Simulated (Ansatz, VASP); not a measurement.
**Two plane-wave programs on Ag**

The input POSCAR:

```
Ag
1.0
    0.0000000000      2.0241705179      2.0241705179
    2.0241705179      0.0000000000      2.0241705179
    2.0241705179      2.0241705179      0.0000000000
Ag
1
Direct
    0.0000000000      0.0000000000      0.0000000000
```

INCAR.step1

```
PREC     = Accurate       # precision mode
ENCUT    = 520            # plane-wave cutoff, eV
ISMEAR   = -1             # smearing method
SIGMA    = 0.1            # smearing width, eV
LREAL    = F              # projectors in reciprocal space
LASPH    = T              # aspherical terms in the spheres
NELM     = 100            # most SCF steps
NBANDS   = 12             # bands
GGA      = PE             # functional
ALGO     = Normal         # electronic algorithm
EDIFF    = 1E-4           # SCF threshold, eV
LWAVE    = T              # write WAVECAR
LCHARG   = F              # write CHGCAR
```

File INCAR.step2:

```
PREC     = Accurate       # precision mode
ENCUT    = 520            # plane-wave cutoff, eV
EDIFF    = 1E-6           # SCF threshold, eV
ISMEAR   = -1             # smearing method
SIGMA    = 0.1            # smearing width, eV
LREAL    = F              # projectors in reciprocal space
LASPH    = T              # aspherical terms in the spheres
NELM     = 100            # most SCF steps
ALGO     = Normal         # electronic algorithm
ISIF     = 2              # what is computed and relaxed
LWAVE    = F              # write WAVECAR
LCHARG   = F              # write CHGCAR
METAGGA  = R2SCAN         # meta-GGA
LMIXTAU  = T            
NBANDS   = 12             # bands
ISTART   = 1
```

File KPOINTS:

```
Automatic mesh
0
Gamma
  22 22 22
```

Input for Ansatz:

```yaml
crystal:
  lattice:
    - [0.0, 2.0241705179, 2.0241705179]
    - [2.0241705179, 0.0, 2.0241705179]
    - [2.0241705179, 2.0241705179, 0.0]
  atoms:
    - { symbol: Ag, position: [0.0, 0.0, 0.0] }
hamiltonian:
  xc: r2scan
  pseudopotentials:
    kind: paw
    azcp:
      Ag: "pseudopotentials/Ag.paw.azcp"
basis:
  ecutwfc: 500
  fft_grid_basis: typed
kpoints:
  mp_grid: { grid: [22, 22, 22], shift: [0, 0, 0] }
magnetization:
  spin_polarized: false
scf:
  occupations: { method: fermi_dirac, width: 0.1 }
output:
  stress: true
```

Alike in both runs: task single point; functional r2SCAN; k mesh 22 × 22 × 22; occupations fermi-dirac, width 0.1 eV; no spin polarisation.

|  | VASP | Ansatz |
| --- | --- | --- |
| version | VASP 6.6.1 | Ansatz 0.2.0 |
| potentials or method | VASP PAW PBE potentials, release 64 (Ag), cutoff 520 eV | plane waves (500 eV) with PAW, scalar-relativistic |
| valence electrons in the cell | 11 | 19 |

|  | VASP | Ansatz | Ansatz less VASP |
| --- | --- | --- | --- |
| pressure (GPa) | 5.0 | 4.8 | -0.21 |

VASP's potentials were made for PBE, not for r2SCAN. With one functional, cell and mesh, what is left measures potentials, basis and numerics. VASP's potentials hold 11 valence electrons a cell and Ansatz's 19, so a difference there can come from the potentials and not from the codes.
